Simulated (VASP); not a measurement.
# GaN (F-43m) in VASP: a series of runs

The runs below take GaN through single point, with PBE.

All numbers are computed with VASP 6.6.1; they aren't measurements. Logs are shortened: lines on timing, memory, paths and dates and some standing lists are left out, and cuts for length are marked.

**1. The cell of the first run**

The structure is cubic, space group F-43m (No. 216). The conventional cell has a = 4.535 Å, b = 4.535 Å, c = 4.535 Å, α = 90.00°, β = 90.00°, γ = 90.00°. Within 2.6 Å of Ga (site symmetry -43m) lie 4 N at 1.96 Å. Within 2.6 Å of N (site symmetry -43m) lie 4 Ga at 1.96 Å.

**2. Single point, PBE**

INCAR

```
SYSTEM = GaN
PREC = Accurate ; ENCUT = 600
EDIFF = 1E-6 ; ISMEAR = 0
SIGMA = 0.01 ; LREAL = .False.
LASPH = .True. ; NELM = 120
ALGO = Normal ; ISIF = 2
LWAVE = .False. ; LCHARG = .False.
GGA = PE ; NBANDS = 16
GGA_COMPAT = .False.
```

KPOINTS

```
Automatic mesh
0
Gamma
  2 2 2
  0 0 0
```

POSCAR

```
GaN
1.0
    0.0000000000      2.2675000000      2.2675000000
    2.2675000000      0.0000000000      2.2675000000
    2.2675000000      2.2675000000      0.0000000000
Ga N
1 1
Direct
    0.0000000000      0.0000000000      0.0000000000
    0.2500000000      0.2500000000      0.2500000000
```

Potentials or basis: VASP PAW PBE potentials, release 64 (Ga_d, N).

The run is started by

```console
cat potpaw_PBE.64/Ga_d/POTCAR potpaw_PBE.64/N/POTCAR > POTCAR
mpirun -np 1 vasp_std > vasp.out
```

OUTCAR:

```text
SYSTEM = GaN
   PREC = Accurate
   ENCUT = 600
   EDIFF = 1E-6
   ISMEAR = 0
   LREAL = .False.
   LASPH = .True.
   NELM = 120
   ISIF = 2
   GGA = PE

 ion  position               nearest neighbor table
   1  0.000  0.000  0.000-   2 1.96   2 1.96   2 1.96   2 1.96
   2  0.250  0.250  0.250-   1 1.96   1 1.96   1 1.96   1 1.96

  LATTYP: Found a face centered cubic cell.
 ALAT       =     4.5350000000

  Lattice vectors:

 A1 = (   0.0000000000,   2.2675000000,   2.2675000000)
 A2 = (   2.2675000000,   0.0000000000,   2.2675000000)
 A3 = (   2.2675000000,   2.2675000000,   0.0000000000)

Analysis of symmetry for initial positions (statically):
=====================================================================
 Subroutine PRICEL returns:
 Original cell was already a primitive cell.

 Routine SETGRP: Setting up the symmetry group for a
 face centered cubic supercell.

 Subroutine GETGRP returns: Found 24 space group operations
 (whereof 24 operations were pure point group operations)
 out of a pool of 48 trial point group operations.

The static configuration has the point symmetry T_d .

Analysis of symmetry for dynamics (positions and initial velocities):
=====================================================================
 Subroutine PRICEL returns:
 Original cell was already a primitive cell.

 Routine SETGRP: Setting up the symmetry group for a
 face centered cubic supercell.

 Subroutine GETGRP returns: Found 24 space group operations
 (whereof 24 operations were pure point group operations)
 out of a pool of 48 trial point group operations.

The dynamic configuration has the point symmetry T_d .

 Subroutine INISYM returns: Found 24 space group operations
 (whereof 24 operations are pure point group operations),
 and found     1 'primitive' translations

----------------------------------------------------------------------------------------

                                     Primitive cell

  volume of cell :      23.3170

  direct lattice vectors                    reciprocal lattice vectors
     0.000000000  2.267500000  2.267500000    -0.220507166  0.220507166  0.220507166
     2.267500000  0.000000000  2.267500000     0.220507166 -0.220507166  0.220507166
     2.267500000  2.267500000  0.000000000     0.220507166  0.220507166 -0.220507166

  length of vectors
     3.206729253  3.206729253  3.206729253     0.381929616  0.381929616  0.381929616

  position of ions in fractional coordinates (direct lattice)
     0.000000000  0.000000000  0.000000000
     0.250000000  0.250000000  0.250000000

  ion indices of the primitive-cell ions
   primitive index   ion index
                 1           1
                 2           2

----------------------------------------------------------------------------------------

 KPOINTS: Automatic mesh

Automatic generation of k-mesh.
 Grid dimensions read from file:
 generate k-points for:    2    2    2

 Generating k-lattice:

  Cartesian coordinates                     Fractional coordinates (reciprocal lattice)
    -0.110253583  0.110253583  0.110253583     0.500000000  0.000000000  0.000000000
     0.110253583 -0.110253583  0.110253583     0.000000000  0.500000000  0.000000000
     0.110253583  0.110253583 -0.110253583     0.000000000  0.000000000  0.500000000

  Length of vectors
     0.190964808  0.190964808  0.190964808

  Shift w.r.t. Gamma in fractional coordinates (k-lattice)
     0.000000000  0.000000000  0.000000000

 Subroutine IBZKPT returns following result:
 ===========================================

 Found      3 irreducible k-points:

 Following reciprocal coordinates:
            Coordinates               Weight
  0.000000  0.000000  0.000000      1.000000
  0.500000  0.000000  0.000000      4.000000
  0.500000  0.500000  0.000000      3.000000
   k-points           NKPTS =      3   k-points in BZ     NKDIM =      3   number of bands    NBANDS=     16
   number of dos      NEDOS =    301   number of ions     NIONS =      2
   total plane-waves  NPLWV =  21952
   dimension x,y,z NGX =    28 NGY =   28 NGZ =   28
   dimension x,y,z NGXF=    56 NGYF=   56 NGZF=   56
   ions per type =               1   1
   NGX,Y,Z   is equivalent  to a cutoff of  14.52, 14.52, 14.52 a.u.
   NGXF,Y,Z  is equivalent  to a cutoff of  29.03, 29.03, 29.03 a.u.
 SYSTEM =  GaN
   PREC   = accura    normal or accurate (medium, high low for compatibility)
   ISTART =      0    job   : 0-new  1-cont  2-samecut
   ICHARG =      2    charge: 1-file 2-atom 10-const
   ISPIN  =      1    spin polarized calculation?
   LNONCOLLINEAR =      F non collinear calculations
   LSORBIT =      F    spin-orbit coupling
   LASPH  =      T    aspherical Exc in radial PAW
   ENCUT  =  600.0 eV  44.10 Ry    6.64 a.u.   6.40  6.40  6.40*2*pi/ulx,y,z
   NELM   =    120;   NELMIN=  2; NELMDL= -5     # of ELM steps
   EDIFF  = 0.1E-05   stopping-criterion for ELM
   LREAL  =      F    real-space projection
   EDIFFG = 0.1E-04   stopping-criterion for IOM
   NSW    =      0    number of steps for IOM
   IBRION =     -1    ionic relax: 0-MD 1-quasi-New 2-CG
   NFREE  =      0    steps in history (QN), initial steepest desc. (CG)
   ISIF   =      2    stress and relaxation
   ISYM   =      2    0-nonsym 1-usesym 2-fastsym
   POTIM  = 0.5000    time-step for ionic-motion
   TEBEG  =    0.0;   TEEND  =   0.0 temperature during run
   PSTRESS=    0.0 pullay stress
   NELECT =      18.0000    total number of electrons
   NUPDOWN=      -1.0000    fix difference up-down
   EMIN   =  10.00;   EMAX   =-10.00  energy-range for DOS
   EFERMI =   0.00;   METHOD = LEGACY
   ISMEAR =     0;   SIGMA  =   0.01  broadening in eV -4-tet -1-fermi 0-gaus
   EFERMI_NEDOS =   21; number of points for ismear=-14 and -15
   IALGO  =     38    algorithm
   IMIX   =      4    mixing-type and parameters
     AMIX     =   0.40;   BMIX     =  1.00
     AMIX_MAG =   1.60;   BMIX_MAG =  1.00
  volume/ion in A,a.u.               =      11.66        78.68
  Fermi-wavevector in a.u.,A,eV,Ry     =   1.501787  2.837966 30.686097  2.255365
  Thomas-Fermi vector in A             =   2.613112
   LORBIT       =      0    0 simple, 1 ext, 2 COOP (PROOUT), +10 PAW based schemes
   GGA     = PE    functional components
   LHFCALC =     F    Hartree Fock is set to
   AEXX    =    0.0000 exact exchange contribution
   IVDW    =     0    specifies the selected vdW correction
   LEPSILON=     F    determine dielectric tensor
   LRPA    =     F    only Hartree local field effects (RPA)
 non-spin polarized calculation
 Gauss-broadening in eV      SIGMA  =   0.01
  energy-cutoff  :      600.00
  volume of cell :       23.32
 maximum number of plane-waves:       790
 NGX is ok and might be reduce to    28
   NGX = 13   NGY = 13   NGZ = 13

 number of electron      18.0000004 magnetization

 Free energy of the ion-electron system (eV)
  ---------------------------------------------------
  ext. energy  EPLUGINS =         0.00000000
  ---------------------------------------------------
  free energy    TOTEN  =       -10.44057887 eV

  energy without entropy =      -10.44057887  energy(sigma->0) =      -10.44057887

 E-fermi :   5.7959     XC(G=0): -11.4105

 val. band max:        5.7121360882   @ k =   0.0000   0.0000   0.0000
 cond. band min:       7.0724392054   @ k =   0.0000   0.0000   0.0000
 fundamental gap:      1.3603031172
 Fermi energy:         5.7959010260

 k-point     1 :       0.0000    0.0000    0.0000
  band No.  band energies     occupation
      1     -10.2364      2.00000
      2      -8.4196      2.00000
      3      -8.4196      2.00000
      4      -8.4196      2.00000
      5      -8.1438      2.00000
      6      -8.1438      2.00000
      7       5.7121      2.00000
      8       5.7121      2.00000
      9       5.7121      2.00000
     10       7.0724      0.00000
     11      15.3190      0.00000
     12      15.3190      0.00000
     13      15.3190      0.00000
     14      22.6332      0.00000
     15      23.9004      0.00000
     16      23.9004      0.00000

 k-point     2 :       0.5000    0.0000    0.0000
  band No.  band energies     occupation
      1      -9.5652      2.00000
      2      -8.3436      2.00000
      3      -8.3436      2.00000
      4      -8.0973      2.00000
      5      -8.0973      2.00000
      6      -6.5978      2.00000
      7      -1.5523      2.00000
      8       4.7088      2.00000
      9       4.7088      2.00000
     10       9.8377      0.00000
     11      14.2269      0.00000
     12      15.4294      0.00000
     13      15.4294      0.00000
     14      20.8108      0.00000
     15      24.7322      0.00000
     16      24.7322      0.00000

 k-point     3 :       0.5000    0.5000    0.0000
  band No.  band energies     occupation
      1      -9.4668      2.00000
      2      -8.3487      2.00000
      3      -8.1459      2.00000
      4      -8.1459      2.00000
      5      -8.0720      2.00000
      6      -6.0676      2.00000
      7      -0.6785      2.00000
      8       2.9187      2.00000
      9       2.9187      2.00000
     10       8.5702      0.00000
     11      11.8241      0.00000
     12      17.2104      0.00000
     13      19.1948      0.00000
     14      19.1948      0.00000
     15      26.7434      0.00000
     16      29.6532      0.00000

------------------------ aborting loop because EDIFF is reached ----------------------------------------

  FORCE on cell =-STRESS in cart. coord.  units (eV):
  Direction    XX          YY          ZZ          XY          YZ          ZX
  --------------------------------------------------------------------------------------
  -------------------------------------------------------------------------------------
  Total        0.6960322      0.6960322      0.6960322      0.0000000      0.0000000      0.0000000
  in kB       47.8264392     47.8264392     47.8264392      0.0000000      0.0000000      0.0000000
  external PRESSURE =      47.8264392 kB  Pullay stress =       0.0000000 kB

 VOLUME and BASIS-vectors are now :
 -----------------------------------------------------------------------------
  energy-cutoff  :      600.00
  volume of cell :       23.32
      direct lattice vectors                 reciprocal lattice vectors
     0.000000000  2.267500000  2.267500000    -0.220507166  0.220507166  0.220507166
     2.267500000  0.000000000  2.267500000     0.220507166 -0.220507166  0.220507166
     2.267500000  2.267500000  0.000000000     0.220507166  0.220507166 -0.220507166

 POSITION                                       TOTAL-FORCE (eV/Angst)
 -----------------------------------------------------------------------------------
      0.00000      0.00000      0.00000         0.000000      0.000000      0.000000
      1.13375      1.13375      1.13375        -0.000000     -0.000000     -0.000000
 -----------------------------------------------------------------------------------
    total drift:                                0.000000      0.000000      0.000000

  FREE ENERGIE OF THE ION-ELECTRON SYSTEM (eV)
  ---------------------------------------------------
  free  energy   TOTEN  =       -10.4405788719 eV

  energy  without entropy=      -10.4405788719  energy(sigma->0) =      -10.44057887
```

Wall time 4.2 s (1 thread of Intel Xeon Platinum 8259CL at 2.50GHz (Skylake/Cascade Lake), shared host); peak memory 0.15 GiB.

What came out:

- Free energy: -10.4406 eV
- Pressure: 4.8 GPa
- Band gap on the k mesh: 1.36 eV, direct

Levels at points of the mesh, in eV from the valence-band top:
```tsv
k point	band 6	band 7	band 8	band 9	band 10	band 11	band 12	band 13
(0.00, 0.00, 0.00)	-13.86	0.00	0.00	0.00	1.36	9.61	9.61	9.61
(0.50, 0.00, 0.00)	-12.31	-7.26	-1.00	-1.00	4.13	8.51	9.72	9.72
(0.50, 0.50, 0.00)	-11.78	-6.39	-2.79	-2.79	2.86	6.11	11.50	13.48
```

Caveat: the k points lie up to 1.20 Å⁻¹ apart.

**3. Single point, PBE**

INCAR

```
ALGO = Normal ; EDIFF = 1E-6
ENCUT = 600 ; GGA = PE
GGA_COMPAT = F ; ISIF = 2
ISMEAR = 0 ; LASPH = T
LCHARG = F ; LREAL = F
LWAVE = F ; NBANDS = 16
NELM = 120 ; PREC = Accurate
SIGMA = 0.01
```

KPOINTS

```
k-points
0
Gamma
  2 2 2
```

POSCAR is that of step 2.

Potentials or basis: VASP PAW PBE potentials, release 64 (Ga_d, N).

The run is started by

```console
cat potpaw_PBE.64/Ga_d/POTCAR potpaw_PBE.64/N/POTCAR > POTCAR
mpirun -np 1 vasp_std > vasp.out
```

Wall time 4.3 s (1 thread of Intel Xeon Platinum 8259CL at 2.50GHz (Skylake/Cascade Lake), shared host); peak memory 0.15 GiB.

Results (log left out):

| Item | Value |
| --- | --- |
| Free energy | -10.4406 eV |
| Pressure | 4.8 GPa |
| Band gap on the k mesh | 1.36 eV, direct |

Levels at points of the mesh, in eV from the valence-band top:
| k point | band 7 | band 8 | band 9 | band 10 | band 11 | band 12 |
| --- | --- | --- | --- | --- | --- | --- |
| (0.00, 0.00, 0.00) | 0.00 | 0.00 | 0.00 | 1.36 | 9.61 | 9.61 |
| (0.50, 0.00, 0.00) | -7.26 | -1.00 | -1.00 | 4.13 | 8.51 | 9.72 |
| (0.50, 0.50, 0.00) | -6.39 | -2.79 | -2.79 | 2.86 | 6.11 | 11.50 |

Caveat: the k points lie up to 1.20 Å⁻¹ apart. As with any semilocal functional, this PBE gap is likely too small.

**4. Single point, PBE**

INCAR

```
PREC = Accurate
ENCUT = 600
EDIFF = 1E-6
ISMEAR = 0
SIGMA = 0.01
LREAL = False
LASPH = True
NELM = 120
ALGO = Normal
ISIF = 2
LWAVE = False
LCHARG = False
GGA = PE
NBANDS = 16
GGA_COMPAT = False
```

KPOINTS

```
Automatic mesh
0
Gamma
  4 4 4
```

POSCAR is that of step 3.

The run is started by

```console
cat potpaw_PBE.64/Ga_d/POTCAR potpaw_PBE.64/N/POTCAR > POTCAR
mpirun -np 1 vasp_std > vasp.out
```

Run time: 6.1 s. Hardware: 1 thread of Intel Xeon Platinum 8259CL at 2.50GHz (Skylake/Cascade Lake), shared host; peak memory 0.15 GiB.

It converged, with:

| Item | Value |
| --- | --- |
| Free energy | -12.0901 eV |
| Pressure | 1.4 GPa |
| Band gap on the k mesh | 1.58 eV, direct |

Levels at points of the mesh, in eV from the valence-band top:
| k point | band 7 | band 8 | band 9 | band 10 | band 11 | band 12 |
| --- | --- | --- | --- | --- | --- | --- |
| (0.00, 0.00, 0.00) | 0.00 | 0.00 | 0.00 | 1.58 | 10.14 | 10.14 |
| (0.50, 0.00, 0.00) | -6.94 | -0.95 | -0.95 | 4.48 | 8.62 | 10.23 |
| (0.50, 0.50, 0.00) | -6.07 | -2.65 | -2.65 | 3.31 | 6.52 | 11.57 |

Caveat: the k points lie up to 0.60 Å⁻¹ apart.

(Continued in part 2 of 2.)
